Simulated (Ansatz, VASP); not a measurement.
# Sc: VASP beside Ansatz

The input INCAR:

```
PREC     = Accurate       # precision mode
ENCUT    = 520            # plane-wave cutoff, eV
EDIFF    = 1E-7           # SCF threshold, eV
ISMEAR   = -1             # smearing method
SIGMA    = 0.03           # smearing width, eV
LREAL    = F              # projectors in reciprocal space
LASPH    = T              # aspherical terms in the spheres
NELM     = 100            # most SCF steps
ALGO     = Normal         # electronic algorithm
ISIF     = 2              # what is computed and relaxed
LWAVE    = F              # write WAVECAR
LCHARG   = T              # write CHGCAR
GGA      = CA             # functional
LELF     = T              # ELF
LVHAR    = T            
NBANDS   = 12             # bands
```

The input KPOINTS:

```
Automatic mesh
0
Gamma
  13 13 13
```

File POSCAR:

```
Sc
1.0
   -1.9548072966      1.9548072966      1.7512900426
    1.9548072966     -1.9548072966      1.7512900426
    1.9548072966      1.9548072966     -1.7512900426
Sc
1
Direct
    0.0000000000      0.0000000000      0.0000000000
```

Input for Ansatz:

```yaml
crystal:
  lattice:
    - [-1.9548072966, 1.9548072966, 1.7512900426]
    - [1.9548072966, -1.9548072966, 1.7512900426]
    - [1.9548072966, 1.9548072966, -1.7512900426]
  atoms:
    - { symbol: Sc, position: [0.0, 0.0, 0.0] }
kpoints:
  mp_grid: { grid: [13, 13, 13] }
scf:
  occupations: { method: fermi_dirac, width: 0.03 }
hamiltonian:
  xc: lda
  pseudopotentials: { kind: all_electron, lapw: { basis_error: 0.001 } }
output:
  forces: true
  stress: true
  eigenvalues: true
```

Change from the starting cell: volume scaled by 1.06.

Alike in both runs: task single point; functional LDA; k mesh 13 × 13 × 13; occupations fermi-dirac, width 0.03 eV; no spin polarisation.

|  | VASP | Ansatz |
| --- | --- | --- |
| version | VASP 6.6.1 | Ansatz 0.2.0 |
| potentials or method | VASP PAW LDA potentials, release 64 (Sc_sv), cutoff 520 eV | all-electron LAPW, scalar-relativistic |

|  | VASP | Ansatz | Ansatz less VASP |
| --- | --- | --- | --- |
| pressure (GPa) | -7.5 | -7.5 | -0.02 |
| traceless stress, the component that is largest in VASP (GPa) | 0.17 | 0.18 | +0.001 |

LDA's correlation is that of Perdew and Zunger in VASP and of Perdew and Wang (1992) in Ansatz. Ansatz ran all-electron here, and VASP with PAW potentials.
